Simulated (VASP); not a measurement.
# Rh (Fm-3m) in VASP: further runs, part 2 of 2

VASP 6.6.1. Earlier steps stand in the parts before.

### 4 Single point, LDA

This run uses another cell than the first one, of 13.22 Å³/atom.

File INCAR:

```
SYSTEM = Rh
PREC     = Accurate       ! precision mode
ENCUT    = 500            ! plane-wave cutoff, eV
EDIFF    = 1E-6           ! SCF threshold, eV
ISMEAR   = -1             ! smearing method
SIGMA    = 0.05           ! smearing width, eV
LREAL    = .False.        ! projectors in reciprocal space
LASPH    = .True.         ! aspherical terms in the spheres
NELM     = 120            ! most SCF steps
ALGO     = Normal         ! electronic algorithm
ISIF     = 2              ! what is computed and relaxed
LWAVE    = .False.        ! write WAVECAR
LCHARG   = .False.        ! write CHGCAR
NBANDS   = 14             ! bands
GGA_COMPAT= .False.
```

File KPOINTS:

```
Automatic mesh
0
Gamma
  17 17 17
  0 0 0
```

File POSCAR:

```
Rh
1.0
    0.0000000000      1.8768619208      1.8768619208
    1.8768619208      0.0000000000      1.8768619208
    1.8768619208      1.8768619208      0.0000000000
Rh
1
Direct
    0.0000000000      0.0000000000      0.0000000000
```

Potentials or basis: VASP PAW LDA potentials, release 64 (Rh_pv).

On the command line:

```sh
$ cat potpaw_LDA.64/Rh_pv/POTCAR > POTCAR
$ mpirun -np 1 vasp_std > vasp.out
```

OUTCAR:

```text
SYSTEM = Rh
   PREC = Accurate
   ENCUT = 500
   EDIFF = 1E-6
   ISMEAR = -1
   LREAL = .False.
   LASPH = .True.
   NELM = 120
   ISIF = 2

 ion  position               nearest neighbor table
   1  0.000  0.000  0.000-

  LATTYP: Found a face centered cubic cell.
 ALAT       =     3.7537238416

  Lattice vectors:

 A1 = (   0.0000000000,   1.8768619208,   1.8768619208)
 A2 = (   1.8768619208,   0.0000000000,   1.8768619208)
 A3 = (   1.8768619208,   1.8768619208,   0.0000000000)

Analysis of symmetry for initial positions (statically):
[... 577 lines left out ...]
      8      11.0628      2.00000
      9      11.4855      2.00000
     10      29.5670      0.00000
     11      31.0692      0.00000
     12      32.6964      0.00000
     13      34.4019      0.00000
     14      35.7458      0.00000

 [... further k-points ...]
[... 5 lines left out ...]
  --------------------------------------------------------------------------------------
  -------------------------------------------------------------------------------------
  Total        0.0786608      0.0786608      0.0786608      0.0000000      0.0000000      0.0000000
  in kB        9.5310737      9.5310737      9.5310737      0.0000000      0.0000000      0.0000000
  external PRESSURE =       9.5310737 kB  Pullay stress =       0.0000000 kB

 VOLUME and BASIS-vectors are now :
 -----------------------------------------------------------------------------
  energy-cutoff  :      500.00
  volume of cell :       13.22
      direct lattice vectors                 reciprocal lattice vectors
     0.000000000  1.876861921  1.876861921    -0.266402123  0.266402123  0.266402123
     1.876861921  0.000000000  1.876861921     0.266402123 -0.266402123  0.266402123
     1.876861921  1.876861921  0.000000000     0.266402123  0.266402123 -0.266402123

 POSITION                                       TOTAL-FORCE (eV/Angst)
 -----------------------------------------------------------------------------------
      0.00000      0.00000      0.00000         0.000000      0.000000     -0.000000
 -----------------------------------------------------------------------------------
    total drift:                                0.000000     -0.000000      0.000000

  FREE ENERGIE OF THE ION-ELECTRON SYSTEM (eV)
  ---------------------------------------------------
  free  energy   TOTEN  =        -8.6901602541 eV

  energy  without entropy=       -8.6820897120  energy(sigma->0) =       -8.68612498
```

OSZICAR:

```text
N       E                     dE             d eps       ncg     rms          rms(c)
DAV:   1     0.116889559849E+03    0.11689E+03   -0.85144E+03  4654   0.112E+03
DAV:   2    -0.768418978492E+01   -0.12457E+03   -0.11915E+03  5160   0.338E+02
DAV:   3    -0.924908895219E+01   -0.15649E+01   -0.15624E+01  5520   0.416E+01
DAV:   4    -0.925470315736E+01   -0.56142E-02   -0.56140E-02  5268   0.256E+00
DAV:   5    -0.925475023984E+01   -0.47082E-04   -0.47081E-04  5352   0.206E-01    0.117E+01
DAV:   6    -0.871824378387E+01    0.53651E+00   -0.85332E-01  4854   0.129E+01    0.402E+00
DAV:   7    -0.869552050899E+01    0.22723E-01   -0.17329E-02  5250   0.161E+00    0.185E+00
DAV:   8    -0.869032373536E+01    0.51968E-02   -0.46875E-03  4902   0.960E-01    0.218E-01
DAV:   9    -0.869015386881E+01    0.16987E-03   -0.16153E-04  4794   0.180E-01    0.449E-02
DAV:  10    -0.869016033213E+01   -0.64633E-05   -0.28577E-06  5198   0.195E-02    0.305E-03
DAV:  11    -0.869016025409E+01    0.78039E-07   -0.22609E-07  2484   0.665E-03
   1 F= -.86901603E+01 E0= -.86861250E+01  d E =-.807054E-02
```

stdout:

```text
POSCAR found type information on POSCAR Rh
 POSCAR found :  1 types and       1 ions
 scaLAPACK will be used
 LDA part: xc-table for (Slater(with rela. corr.)+CA(PZ))
 , standard interpolation
 POSCAR, INCAR and KPOINTS ok, starting setup
 FFT: planning ... GRIDC
 FFT: planning ... GRID_SOFT
 FFT: planning ... GRID
 WAVECAR not read
 entering main loop
```

It took 34 s on 1 thread of Intel Xeon 8259CL, shared host; peak memory 0.14 GiB.

What came out:

- Free energy: -8.6902 eV
- Pressure: 1.0 GPa
- Band gap on the k mesh: zero (an odd number of electrons rules out a gap without spin polarisation)

Levels at points of the mesh, in eV from the Fermi level:
| k point | band 3 | band 4 | band 5 | band 6 | band 7 | band 8 | band 9 | band 10 | band 11 | band 12 |
| --- | --- | --- | --- | --- | --- | --- | --- | --- | --- | --- |
| (0.00, 0.00, 0.00) | -46.23 | -8.33 | -3.31 | -3.31 | -3.31 | -1.05 | -1.05 | 15.90 | 20.24 | 21.53 |

### 5 Single point, LDA (13.22 Å³/atom)

This run uses another cell than the first one, of 13.22 Å³/atom.

File INCAR:

```
SYSTEM = Rh
PREC = Accurate
ENCUT = 500
EDIFF = 1E-6
ISMEAR = -1
SIGMA = 0.05
LREAL = .False.
LASPH = .True.
NELM = 120
ALGO = Normal
ISIF = 2
LWAVE = .False.
LCHARG = .True.
GGA = CA
LELF = .True.
LVHAR = .True.
NBANDS = 14
GGA_COMPAT = .False.
```

KPOINTS is that of step 4.

POSCAR is that of step 4.

On the command line:

```sh
$ cat potpaw_LDA.64/Rh_pv/POTCAR > POTCAR
$ mpirun -np 1 vasp_std > vasp.out
```

Wall time 34 s (1 thread of Intel Xeon 8259CL, shared host); peak memory 0.14 GiB.

The run converged. Its results:

| Quantity | Value |
| --- | --- |
| Free energy | -8.6902 eV |
| Pressure | 1.0 GPa |
| Band gap on the k mesh | zero (an odd number of electrons rules out a gap without spin polarisation) |

Levels at points of the mesh, in eV from the Fermi level:
| k point | band 4 | band 5 | band 6 | band 7 | band 8 | band 9 | band 10 | band 11 |
| --- | --- | --- | --- | --- | --- | --- | --- | --- |
| (0.00, 0.00, 0.00) | -8.33 | -3.31 | -3.31 | -3.31 | -1.05 | -1.05 | 15.90 | 20.24 |

### 6 Single point, LDA (13.22 Å³/atom)

This run uses another cell than the first one, of 13.22 Å³/atom.

File INCAR:

```
  PREC = Accurate
  ENCUT = 500
  EDIFF = 1E-6
  ISMEAR = -1
  SIGMA = 0.05
  LREAL = F
  LASPH = T
  NELM = 120
  ALGO = Normal
  ISIF = 2
  LWAVE = F
  LCHARG = F
  NBANDS = 14
  GGA_COMPAT = F
```

File KPOINTS:

```
regular mesh
0
Gamma
  17 17 17
```

POSCAR is that of step 5.

Potentials or basis: VASP PAW LDA potentials, release 64 (Rh_pv).

On the command line:

```sh
$ cat potpaw_LDA.64/Rh_pv/POTCAR > POTCAR
$ mpirun -np 1 vasp_std > vasp.out
```

Wall time 31 s (1 thread of Intel Xeon 8259CL, shared host); peak memory 0.14 GiB.

Results (log left out):

| Property | Result |
| --- | --- |
| Free energy | -8.6902 eV |
| Pressure | 1.0 GPa |
| Band gap on the k mesh | zero (an odd number of electrons rules out a gap without spin polarisation) |

Levels at points of the mesh, in eV from the Fermi level:
| k point | band 5 | band 6 | band 7 | band 8 | band 9 | band 10 |
| --- | --- | --- | --- | --- | --- | --- |
| (0.00, 0.00, 0.00) | -3.31 | -3.31 | -3.31 | -1.05 | -1.05 | 15.90 |
